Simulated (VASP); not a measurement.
Ta:

```
CELL_PARAMETERS angstrom
0.00000 2.05074 2.05074
2.05074 0.00000 2.05074
2.05074 2.05074 0.00000
ATOMIC_POSITIONS crystal
Ta 0.00000 0.00000 0.00000
```

This isn't the form of Ta at room conditions, which is bcc.

| Property | Result |
| --- | --- |
| Program | VASP 6.6.1 |
| Task | relaxation of cell and atoms |
| Functional | LDA |
| Potentials or basis | VASP PAW LDA potentials, release 64 (Ta_pv) |
| Cutoff | 600 eV |
| k mesh | 17 × 17 × 17 |
| Occupations | fermi-dirac, width 0.05 eV |
| Spin | non-collinear spin, zero start, spin-orbit coupling |
| Starting moments | [[0.0, 0.0, 0.0]] μB |

At the start: pressure 6.7 GPa; volume 17.25 Å³/atom.

Task: Where does the relaxation end?

Result: Over 4 steps the energy falls by 10.8 meV/atom and the volume is 17.78 Å³/atom (+3.1 %); space group Fm-3m (No. 225, to 0.1 Å) before and after; moment 0.00 μB per cell.

The path:
```csv
step,energy change (eV),largest force (eV/Å),pressure (GPa),volume (Å³)
1,0.0000,0.0000,6.72,17.25
2,0.0483,0.0000,-13.33,19.12
3,-0.0108,0.0000,-0.16,17.79
4,-0.0108,0.0000,-0.04,17.78
```

Final structure:
```
Ta
1.0
     0.00000    2.07154    2.07154
     2.07154    0.00000    2.07154
     2.07154    2.07154    0.00000
Ta
1
Direct
  0.00000 0.00000 0.00000
```
